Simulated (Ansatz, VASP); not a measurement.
This is a calculation of Ta for VASP 6.6.1.

Contents of POSCAR:

```
Ta
1.0
    2.9572565550      0.0000000000      0.0000000000
   -1.4786282775      2.5610593022      0.0000000000
    0.0000000000      0.0000000000      5.2675992145
Ta
2
Direct
    0.3333333333      0.6666666667      0.2500000000
    0.6666666667      0.3333333333      0.7500000000
```

Contents of INCAR.step1:

```
SYSTEM = Ta
PREC     = Accurate       ! precision mode
ENCUT    = 550            ! plane-wave cutoff, eV
ISMEAR   = -1             ! smearing method
SIGMA    = 0.05           ! smearing width, eV
LREAL    = .False.        ! projectors in reciprocal space
LASPH    = .True.         ! aspherical terms in the spheres
NELM     = 120            ! most SCF steps
NBANDS   = 20             ! bands
GGA      = PE             ! functional
ALGO     = Normal         ! electronic algorithm
EDIFF    = 1E-5           ! SCF threshold, eV
LWAVE    = .True.         ! write WAVECAR
LCHARG   = .False.        ! write CHGCAR
GGA_COMPAT= .False.
```

The input INCAR.step2:

```
SYSTEM = Ta
PREC     = Accurate       ! precision mode
ENCUT    = 550            ! plane-wave cutoff, eV
EDIFF    = 1E-6           ! SCF threshold, eV
ISMEAR   = -1             ! smearing method
SIGMA    = 0.05           ! smearing width, eV
LREAL    = .False.        ! projectors in reciprocal space
LASPH    = .True.         ! aspherical terms in the spheres
NELM     = 120            ! most SCF steps
ALGO     = Normal         ! electronic algorithm
ISIF     = 2              ! what is computed and relaxed
LWAVE    = .False.        ! write WAVECAR
LCHARG   = .False.        ! write CHGCAR
METAGGA  = R2SCAN         ! meta-GGA
LMIXTAU  = .True.       
NBANDS   = 20             ! bands
ISTART   = 1            
GGA_COMPAT= .False.
```

KPOINTS

```
regular mesh
0
Gamma
  11 11 5
  0 0 0
```

Potentials or basis: VASP PAW PBE potentials, release 64 (Ta_sv_GW).

Command:

```console
$ cat potpaw_PBE.64/Ta_sv_GW/POTCAR > POTCAR
$ cp INCAR.step1 INCAR
$ mpirun -np 1 vasp_std > vasp.out
$ cp INCAR.step2 INCAR
$ mpirun -np 1 vasp_std > vasp.out
```

Translate it to Ansatz 0.2.0. Potentials there: Ansatz PAW.

As run (the cutoff follows the program's own potentials):

File input.yaml:

```yaml
crystal:
  lattice:
    - [2.957256555, 0.0, 0.0]
    - [-1.4786282775, 2.5610593022, 0.0]
    - [0.0, 0.0, 5.2675992145]
  atoms:
    - { symbol: Ta, position: [0.3333333333, 0.6666666667, 0.25] }
    - { symbol: Ta, position: [0.6666666667, 0.3333333333, 0.75] }
hamiltonian:
  xc: r2scan
  pseudopotentials: { kind: paw }
kpoints:
  mp_grid: { grid: [11, 11, 5] }
scf:
  occupations: { method: fermi_dirac, width: 0.05 }
output:
  forces: true
  stress: true
  eigenvalues: true
```

Potentials or basis: Ansatz PAW.

The run is started by

```console
$ ansatz run input.yaml --threads 2 --pin off --max-ram 5632MiB --backend cpu --events-out ev --progress --plain --runs-dir out
```

Both were run:

|  | VASP | Ansatz | Ansatz less VASP |
| --- | --- | --- | --- |
| gap on the k mesh at the Fermi level (eV) | none | none | - |
| pressure (GPa) | -14.0 | -13.2 | +0.82 |
| traceless stress, the component that is largest in VASP (GPa) | 1.12 | 1.09 | -0.024 |

VASP's potentials were made for PBE, not for r2SCAN. A gap of «none» marks a metal or a gap that the smearing closes. With one functional, cell and mesh, what is left measures potentials, basis and numerics.

Neither program's run includes spin-orbit coupling.
